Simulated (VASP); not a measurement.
# Na (Pm-3m) in VASP: further runs, part 2 of 2

VASP 6.6.1. Earlier steps stand in the parts before.

## Step 5: Single point, BLYP (volume scaled by 1.04)

INCAR

```
SYSTEM = Na
PREC     = Accurate       ! precision mode
ENCUT    = 520            ! plane-wave cutoff, eV
EDIFF    = 1E-6           ! SCF threshold, eV
ISMEAR   = -1             ! smearing method
SIGMA    = 0.1            ! smearing width, eV
LREAL    = .FALSE.        ! projectors in reciprocal space
LASPH    = .TRUE.         ! aspherical terms in the spheres
NELM     = 100            ! most SCF steps
ALGO     = Normal         ! electronic algorithm
ISIF     = 2              ! what is computed and relaxed
LWAVE    = .FALSE.        ! write WAVECAR
LCHARG   = .FALSE.        ! write CHGCAR
GGA      = B5             ! functional
ALDAX    = 1.0          
AGGAX    = 1.0          
AGGAC    = 1.0          
ALDAC    = 0.0          
NBANDS   = 10             ! bands
```

KPOINTS

```
Automatic mesh
0
G
  10 10 10
  0 0 0
```

POSCAR

```
Na
1.0
    3.5085645276      0.0000000000      0.0000000000
    0.0000000000      3.5085645276      0.0000000000
    0.0000000000      0.0000000000      3.5085645276
Na
1
Direct
    0.0000000000      0.0000000000      0.0000000000
```

Potentials or basis: VASP PAW PBE potentials, release 64 (Na_pv).

Command:

```console
cat potpaw_PBE.64/Na_pv/POTCAR > POTCAR
mpirun -np 1 vasp_std > vasp.out
```

OUTCAR:

```text
SYSTEM = Na
   PREC = Accurate
   ENCUT = 520
   EDIFF = 1E-6
   ISMEAR = -1
   LREAL = .FALSE.
   LASPH = .TRUE.
   NELM = 100
   ISIF = 2
   GGA = B5

 ion  position               nearest neighbor table
   1  0.000  0.000  0.000-

  LATTYP: Found a simple cubic cell.
 ALAT       =     3.5085645276

  Lattice vectors:

 A1 = (   3.5085645276,   0.0000000000,   0.0000000000)
 A2 = (   0.0000000000,   3.5085645276,   0.0000000000)
 A3 = (   0.0000000000,   0.0000000000,   3.5085645276)

Analysis of symmetry for initial positions (statically):
=====================================================================
 Subroutine PRICEL returns:
 Original cell was already a primitive cell.

 Routine SETGRP: Setting up the symmetry group for a
 simple cubic supercell.

 Subroutine GETGRP returns: Found 48 space group operations
 (whereof 48 operations were pure point group operations)
 out of a pool of 48 trial point group operations.

The static configuration has the point symmetry O_h .

Analysis of symmetry for dynamics (positions and initial velocities):
=====================================================================
 Subroutine PRICEL returns:
 Original cell was already a primitive cell.

 Routine SETGRP: Setting up the symmetry group for a
 simple cubic supercell.

 Subroutine GETGRP returns: Found 48 space group operations
 (whereof 48 operations were pure point group operations)
 out of a pool of 48 trial point group operations.

The dynamic configuration has the point symmetry O_h .

 Subroutine INISYM returns: Found 48 space group operations
 (whereof 48 operations are pure point group operations),
 and found     1 'primitive' translations

----------------------------------------------------------------------------------------

                                     Primitive cell

  volume of cell :      43.1905
[... 109 lines left out ...]
  Fermi-wavevector in a.u.,A,eV,Ry     =   0.892575  1.686722 10.839627  0.796690
  Thomas-Fermi vector in A             =   2.014542
   LORBIT       =      0    0 simple, 1 ext, 2 COOP (PROOUT), +10 PAW based schemes
   GGA     = B5    functional components
   LHFCALC =     F    Hartree Fock is set to
   AEXX    =    0.0000 exact exchange contribution
   IVDW    =     0    specifies the selected vdW correction
   LEPSILON=     F    determine dielectric tensor
   LRPA    =     F    only Hartree local field effects (RPA)
 non-spin polarized calculation
  energy-cutoff  :      520.00
  volume of cell :       43.19
 maximum number of plane-waves:      1189
 NGX is ok and might be reduce to    28
   NGX = 13   NGY = 13   NGZ = 13

 number of electron       6.9999982 magnetization

 Free energy of the ion-electron system (eV)
  ---------------------------------------------------
  ext. energy  EPLUGINS =         0.00000000
  ---------------------------------------------------
  free energy    TOTEN  =        -0.84047847 eV

  energy without entropy =       -0.82372329  energy(sigma->0) =       -0.83210088

 E-fermi :   0.3812     XC(G=0):  -5.6921

 val. band max:        0.3297152846   @ k =   0.5000   0.0000   0.0000
 cond. band min:       0.4373183499   @ k =   0.4000   0.3000   0.0000
 fundamental gap:      0.1076030653
 Fermi energy:         0.3812469311

 k-point     1 :       0.0000    0.0000    0.0000
  band No.  band energies     occupation
      1     -25.1482      2.00000
      2     -25.1482      2.00000
      3     -25.1482      2.00000
      4      -2.6348      2.00000
      5       8.1934      0.00000
      6       8.1934      0.00000
      7       9.2106      0.00000
      8       9.2106      0.00000
      9       9.2106      0.00000
     10      12.0106      0.00000
[... 287 lines left out ...]
 k-point    24 :       0.3000    0.1000    0.1000
  band No.  band energies     occupation
      1     -25.1706      2.00000
      2     -25.1494      2.00000
      3     -25.1492      2.00000
      4      -1.2661      2.00000
      5       3.4854      0.00000
      6       7.6198      0.00000
      7       8.7304      0.00000
      8      11.7296      0.00000
      9      12.8489      0.00000
     10      12.8493      0.00000

 [... further k-points ...]

------------------------ aborting loop because EDIFF is reached ----------------------------------------

  FORCE on cell =-STRESS in cart. coord.  units (eV):
  Direction    XX          YY          ZZ          XY          YZ          ZX
  --------------------------------------------------------------------------------------
  -------------------------------------------------------------------------------------
  Total       -0.0521356     -0.0521356     -0.0521356     -0.0000000      0.0000000     -0.0000000
  in kB       -1.9340006     -1.9340006     -1.9340006     -0.0000000      0.0000000     -0.0000000
  external PRESSURE =      -1.9340006 kB  Pullay stress =       0.0000000 kB

 VOLUME and BASIS-vectors are now :
 -----------------------------------------------------------------------------
  energy-cutoff  :      520.00
  volume of cell :       43.19
      direct lattice vectors                 reciprocal lattice vectors
     3.508564528  0.000000000  0.000000000     0.285016847  0.000000000  0.000000000
     0.000000000  3.508564528  0.000000000     0.000000000  0.285016847  0.000000000
     0.000000000  0.000000000  3.508564528     0.000000000  0.000000000  0.285016847

 POSITION                                       TOTAL-FORCE (eV/Angst)
 -----------------------------------------------------------------------------------
      0.00000      0.00000      0.00000         0.000000      0.000000      0.000000
 -----------------------------------------------------------------------------------
    total drift:                               -0.000000     -0.000000     -0.000000

  FREE ENERGIE OF THE ION-ELECTRON SYSTEM (eV)
  ---------------------------------------------------
  free  energy   TOTEN  =        -0.8404784744 eV

  energy  without entropy=       -0.8237232864  energy(sigma->0) =       -0.83210088
```

OSZICAR:

```text
N       E                     dE             d eps       ncg     rms          rms(c)
DAV:   1     0.275660831838E+02    0.27566E+02   -0.36501E+03  1120   0.549E+02
DAV:   2    -0.257158870120E+00   -0.27823E+02   -0.27732E+02  1154   0.144E+02
DAV:   3    -0.835290608150E+00   -0.57813E+00   -0.57771E+00  1296   0.234E+01
DAV:   4    -0.841506928260E+00   -0.62163E-02   -0.62158E-02  1346   0.242E+00
DAV:   5    -0.841615157787E+00   -0.10823E-03   -0.10823E-03  1288   0.315E-01    0.133E-01
DAV:   6    -0.840765808710E+00    0.84935E-03   -0.76809E-04  1362   0.383E-01    0.800E-02
DAV:   7    -0.840441318410E+00    0.32449E-03   -0.95205E-04  1244   0.344E-01    0.238E-02
DAV:   8    -0.840470455977E+00   -0.29138E-04   -0.12822E-04  1276   0.153E-01    0.513E-03
DAV:   9    -0.840478027191E+00   -0.75712E-05   -0.19885E-05  1266   0.272E-02    0.117E-03
DAV:  10    -0.840478474421E+00   -0.44723E-06   -0.17104E-06  1320   0.544E-03
   1 F= -.84047847E+00 E0= -.83210088E+00  d E =-.167552E-01
```

stdout:

```text
POSCAR found type information on POSCAR Na
 POSCAR found :  1 types and       1 ions
 scaLAPACK will be used
 -----------------------------------------------------------------------------
|                                                                             |
|                                                                             |
|     You enforced a specific xc type in the INCAR file but a different       |
|     I HOPE YOU KNOW WHAT YOU ARE DOING!                                     |
|                                                                             |
 -----------------------------------------------------------------------------

 LDA part: xc-table for (Slater(with rela. corr.)+VWN5), standard interpolation
 POSCAR, INCAR and KPOINTS ok, starting setup
 FFT: planning ... GRIDC
 FFT: planning ... GRID_SOFT
 FFT: planning ... GRID
 WAVECAR not read
 entering main loop
```

It took 29 s on 1 thread of Intel Xeon 8259CL, shared host; peak memory 0.16 GiB.

What came out:

- Free energy: -0.8405 eV
- Pressure: -0.2 GPa

Caveat: the PAW data sets were made with another functional, which shifts forces and pressure a little.

## Step 6: Overview

| cell | k mesh | gap on the mesh (eV) | pressure (GPa) |
| --- | --- | --- | --- |
| a = 3.463 Å, 1 atom | 9 × 9 × 9 | none | 0.0 |
| a = 3.368 Å, 1 atom | 10 × 10 × 10 | none | 0.5 |
| a = 3.463 Å, 1 atom | 10 × 10 × 10 | none | 0.0 |
| a = 3.509 Å, 1 atom | 10 × 10 × 10 | none | -0.2 |

Alike in all rows: task single point; level BLYP; potentials or basis VASP PAW PBE potentials, release 64 (Na_pv); no spin polarisation; cutoff (eV) 520; smearing fermi-dirac 0.1 eV.

Caveats: the PAW data sets were made with another functional, which shifts forces and pressure a little.

Absolute energies hang on the potentials; compare differences alone.
